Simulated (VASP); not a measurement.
# ZnS (P6_3mc) in VASP: a series of runs, part 4 of 4

VASP 6.6.1. Earlier steps stand in the parts before.

## Step 6: Single point, PBE

This run uses another cell than the first one, of 18.03 Å³/atom.

The input, INCAR:

```
SYSTEM = ZnS
  PREC = Accurate
  ENCUT = 520
  EDIFF = 1E-6
  ISMEAR = 0
  SIGMA = 0.02
  LREAL = .False.
  LASPH = .True.
  NELM = 80
  ALGO = Normal
  ISIF = 2
  LWAVE = .False.
  LCHARG = .True.
  GGA = PE
  LELF = .True.
  LVHAR = .True.
  NBANDS = 26
```

The input, KPOINTS:

```
Automatic mesh
0
Gamma
  12 12 6
  0 0 0
```

The input, POSCAR:

```
ZnS
1.0
    3.6978867017      0.0000000000      0.0000000000
   -1.8489433508      3.2024638239      0.0000000000
    0.0000000000      0.0000000000      6.0910652417
Zn S
2 2
Direct
    0.3333333333      0.6666666667      0.0009626737
    0.6666666667      0.3333333333      0.5009626737
    0.3333333333      0.6666666667      0.3740373263
    0.6666666667      0.3333333333      0.8740373263
```

Potentials or basis: VASP PAW PBE potentials, release 64 (Zn, S).

The run is started by

```console
> cat potpaw_PBE.64/Zn/POTCAR potpaw_PBE.64/S/POTCAR > POTCAR
> mpirun -np 1 vasp_std > vasp.out
```

OUTCAR:

```text
SYSTEM = ZnS
   PREC = Accurate
   ENCUT = 520
   EDIFF = 1E-6
   ISMEAR = 0
   LREAL = .False.
   LASPH = .True.
   NELM = 80
   ISIF = 2
   GGA = PE

 ion  position               nearest neighbor table
   1  0.333  0.667  0.001-   4 2.27   4 2.27   4 2.27   3 2.27
   2  0.667  0.333  0.501-   3 2.27   3 2.27   3 2.27   4 2.27
   3  0.333  0.667  0.374-   2 2.27   2 2.27   2 2.27   1 2.27
   4  0.667  0.333  0.874-   1 2.27   1 2.27   1 2.27   2 2.27

  LATTYP: Found a hexagonal cell.
 ALAT       =     3.6978867017
 C/A-ratio  =     1.6471746522

  Lattice vectors:

 A1 = (   3.6978867017,   0.0000000000,   0.0000000000)
 A2 = (  -1.8489433508,   3.2024638239,   0.0000000000)
 A3 = (   0.0000000000,   0.0000000000,   6.0910652417)

Analysis of symmetry for initial positions (statically):
=====================================================================
 Subroutine PRICEL returns:
 Original cell was already a primitive cell.

 Routine SETGRP: Setting up the symmetry group for a
 hexagonal supercell.

 Subroutine GETGRP returns: Found 12 space group operations
 (whereof  6 operations were pure point group operations)
 out of a pool of 24 trial point group operations.

The static configuration has the point symmetry C_3v.
 The point group associated with its full space group is C_6v.

Analysis of symmetry for dynamics (positions and initial velocities):
=====================================================================
 Subroutine PRICEL returns:
 Original cell was already a primitive cell.

 Routine SETGRP: Setting up the symmetry group for a
 hexagonal supercell.

 Subroutine GETGRP returns: Found 12 space group operations
 (whereof  6 operations were pure point group operations)
 out of a pool of 24 trial point group operations.

The dynamic configuration has the point symmetry C_3v.
 The point group associated with its full space group is C_6v.

 Subroutine INISYM returns: Found 12 space group operations
 (whereof  6 operations are pure point group operations),
 and found     1 'primitive' translations

----------------------------------------------------------------------------------------

                                     Primitive cell

  volume of cell :      72.1325

  direct lattice vectors                    reciprocal lattice vectors
     3.697886702  0.000000000  0.000000000     0.270424727  0.156129789  0.000000000
    -1.848943351  3.202463824  0.000000000     0.000000000  0.312259577  0.000000000
     0.000000000  0.000000000  6.091065242     0.000000000  0.000000000  0.164174896

  length of vectors
     3.697886702  3.697886702  6.091065242     0.312259577  0.312259577  0.164174896

  position of ions in fractional coordinates (direct lattice)
     0.333333333  0.666666667  0.000962674
     0.666666667  0.333333333  0.500962674
     0.333333333  0.666666667  0.374037326
     0.666666667  0.333333333  0.874037326

  ion indices of the primitive-cell ions
   primitive index   ion index
                 1           1
                 2           2
                 3           3
                 4           4

----------------------------------------------------------------------------------------

 KPOINTS: Automatic mesh

Automatic generation of k-mesh.
 Grid dimensions read from file:
 generate k-points for:   12   12    6

 Generating k-lattice:

  Cartesian coordinates                     Fractional coordinates (reciprocal lattice)
     0.022535394  0.013010816  0.000000000     0.083333333  0.000000000  0.000000000
     0.000000000  0.026021631  0.000000000     0.000000000  0.083333333  0.000000000
     0.000000000  0.000000000  0.027362483     0.000000000  0.000000000  0.166666667

  Length of vectors
     0.026021631  0.026021631  0.027362483

  Shift w.r.t. Gamma in fractional coordinates (k-lattice)
     0.000000000  0.000000000  0.000000000

 Subroutine IBZKPT returns following result:
 ===========================================

 Found     76 irreducible k-points:

 Following reciprocal coordinates:
            Coordinates               Weight
  0.000000  0.000000  0.000000      1.000000
  0.083333 -0.000000  0.000000      6.000000
  0.166667 -0.000000  0.000000      6.000000
  0.250000 -0.000000  0.000000      6.000000
  0.333333 -0.000000  0.000000      6.000000
  0.416667 -0.000000  0.000000      6.000000
[... 16 lines left out ...]
  0.250000 -0.000000  0.166667     12.000000
  0.333333 -0.000000  0.166667     12.000000
 [... further k-points ...]
   k-points           NKPTS =     76   k-points in BZ     NKDIM =     76   number of bands    NBANDS=     26
   number of dos      NEDOS =    301   number of ions     NIONS =      4
   total plane-waves  NPLWV =  37632
   dimension x,y,z NGX =    28 NGY =   28 NGZ =   48
   dimension x,y,z NGXF=    56 NGYF=   56 NGZF=   96
   ions per type =               2   2
   NGX,Y,Z   is equivalent  to a cutoff of  12.59, 12.59, 13.10 a.u.
   NGXF,Y,Z  is equivalent  to a cutoff of  25.18, 25.18, 26.20 a.u.
 SYSTEM =  ZnS
   PREC   = accura    normal or accurate (medium, high low for compatibility)
   ISTART =      0    job   : 0-new  1-cont  2-samecut
   ICHARG =      2    charge: 1-file 2-atom 10-const
   ISPIN  =      1    spin polarized calculation?
   LNONCOLLINEAR =      F non collinear calculations
   LSORBIT =      F    spin-orbit coupling
   LASPH  =      T    aspherical Exc in radial PAW
   ENCUT  =  520.0 eV  38.22 Ry    6.18 a.u.   6.88  6.88 11.33*2*pi/ulx,y,z
   NELM   =     80;   NELMIN=  2; NELMDL= -5     # of ELM steps
   EDIFF  = 0.1E-05   stopping-criterion for ELM
   LREAL  =      F    real-space projection
[... 7 lines left out ...]
   TEBEG  =    0.0;   TEEND  =   0.0 temperature during run
   PSTRESS=    0.0 pullay stress
   NELECT =      36.0000    total number of electrons
   NUPDOWN=      -1.0000    fix difference up-down
   EMIN   =  10.00;   EMAX   =-10.00  energy-range for DOS
   EFERMI =   0.00;   METHOD = LEGACY
   ISMEAR =     0;   SIGMA  =   0.02  broadening in eV -4-tet -1-fermi 0-gaus
   EFERMI_NEDOS =   21; number of points for ismear=-14 and -15
   IALGO  =     38    algorithm
   IMIX   =      4    mixing-type and parameters
     AMIX     =   0.40;   BMIX     =  1.00
     AMIX_MAG =   1.60;   BMIX_MAG =  1.00
  volume/ion in A,a.u.               =      18.03       121.69
  Fermi-wavevector in a.u.,A,eV,Ry     =   1.298570  2.453941 22.943281  1.686284
  Thomas-Fermi vector in A             =   2.429890
   LORBIT       =      0    0 simple, 1 ext, 2 COOP (PROOUT), +10 PAW based schemes
   GGA     = PE    functional components
   LHFCALC =     F    Hartree Fock is set to
   AEXX    =    0.0000 exact exchange contribution
   IVDW    =     0    specifies the selected vdW correction
   LEPSILON=     F    determine dielectric tensor
   LRPA    =     F    only Hartree local field effects (RPA)
 non-spin polarized calculation
 Gauss-broadening in eV      SIGMA  =   0.02
  energy-cutoff  :      520.00
  volume of cell :       72.13
 maximum number of plane-waves:      1967
 NGX is ok and might be reduce to    28
   NGX = 13   NGY = 13   NGZ = 23

 number of electron      36.0000006 magnetization

 Free energy of the ion-electron system (eV)
  ---------------------------------------------------
  ext. energy  EPLUGINS =         0.00000000
  ---------------------------------------------------
  free energy    TOTEN  =       -13.44011986 eV

  energy without entropy =      -13.44011986  energy(sigma->0) =      -13.44011986

 E-fermi :   3.1700     XC(G=0): -10.0542

 val. band max:        3.0188951514   @ k =   0.0000   0.0000   0.0000
 cond. band min:       5.6050012795   @ k =   0.0000   0.0000   0.0000
 fundamental gap:      2.5861061281
 Fermi energy:         3.1700453383

 k-point     1 :       0.0000    0.0000    0.0000
  band No.  band energies     occupation
      1     -10.8273      2.00000
      2      -9.7293      2.00000
      3      -3.7449      2.00000
      4      -3.7185      2.00000
      5      -3.7185      2.00000
      6      -3.6205      2.00000
[... 18 lines left out ...]
     25      10.7450      0.00000
     26      12.6722      0.00000
[... 644 lines left out ...]
      4      -3.6626      2.00000
      5      -3.6067      2.00000
      6      -3.4697      2.00000
[... 18 lines left out ...]
     25      12.0928      0.00000
     26      13.1816      0.00000

 [... further k-points ...]

------------------------ aborting loop because EDIFF is reached ----------------------------------------

  FORCE on cell =-STRESS in cart. coord.  units (eV):
  Direction    XX          YY          ZZ          XY          YZ          ZX
  --------------------------------------------------------------------------------------
  -------------------------------------------------------------------------------------
  Total        4.6022400      4.6022400      4.5814457      0.0000000      0.0000000      0.0000000
  in kB      102.2230315    102.2230315    101.7611583      0.0000000      0.0000000      0.0000000
  external PRESSURE =     102.0690737 kB  Pullay stress =       0.0000000 kB

 VOLUME and BASIS-vectors are now :
 -----------------------------------------------------------------------------
  energy-cutoff  :      520.00
  volume of cell :       72.13
      direct lattice vectors                 reciprocal lattice vectors
     3.697886702  0.000000000  0.000000000     0.270424727  0.156129789  0.000000000
    -1.848943351  3.202463824  0.000000000     0.000000000  0.312259577  0.000000000
     0.000000000  0.000000000  6.091065242     0.000000000  0.000000000  0.164174896

 POSITION                                       TOTAL-FORCE (eV/Angst)
 -----------------------------------------------------------------------------------
     -0.00000      2.13498      0.00586        -0.000000     -0.000000      0.007462
      1.84894      1.06749      3.05140        -0.000000      0.000000      0.007462
     -0.00000      2.13498      2.27829         0.000000      0.000000     -0.007462
      1.84894      1.06749      5.32382         0.000000      0.000000     -0.007462
 -----------------------------------------------------------------------------------
    total drift:                               -0.000001     -0.000001      0.000694

  FREE ENERGIE OF THE ION-ELECTRON SYSTEM (eV)
  ---------------------------------------------------
  free  energy   TOTEN  =       -13.4401198599 eV

  energy  without entropy=      -13.4401198599  energy(sigma->0) =      -13.44011986
```

stdout:

```text
POSCAR found type information on POSCAR ZnS
 POSCAR found :  2 types and       4 ions
 scaLAPACK will be used
 LDA part: xc-table for (Slater+PW92), standard interpolation
 POSCAR, INCAR and KPOINTS ok, starting setup
 FFT: planning ... GRIDC
 FFT: planning ... GRID_SOFT
 FFT: planning ... GRID
 WAVECAR not read
 entering main loop
```

It took 69 s on 1 thread of AMD EPYC 9R45 (Zen 5), shared host; peak memory 0.23 GiB.

Results:

* Free energy: -13.4401 eV
* Pressure: 10.2 GPa
* Largest force: 0.007 eV/Å
* Band gap on the k mesh: 2.59 eV

Forces in eV/Å, atoms in the order of the input:
```
Zn   0.000  0.000  0.007
Zn   0.000  0.000  0.007
S    0.000  0.000 -0.007
S    0.000  0.000 -0.007
```

Caveat: the cell stands under pressure.

## Step 7: Overview

```csv
cell,gap on the mesh (eV),pressure (GPa)
"a = 3.446, b = 3.446, c = 5.816 Å, angles 90.0, 90.0, 120.0°, 4 atoms, atomic positions A",2.92,40.3
"a = 3.596, b = 3.596, c = 5.959 Å, angles 90.0, 90.0, 120.0°, 4 atoms, atomic positions B",2.93,20.3
"a = 3.698, b = 3.698, c = 6.091 Å, angles 90.0, 90.0, 120.0°, 4 atoms, atomic positions C",2.59,10.2
```

Alike in all rows: task single point; level PBE; potentials or basis VASP PAW PBE potentials, release 64 (Zn, S); no spin polarisation; k mesh 12 × 12 × 6; cutoff (eV) 520; smearing gaussian 0.02 eV.

Caveats: the cell stands under pressure.

Absolute energies hang on the potentials; compare differences alone.
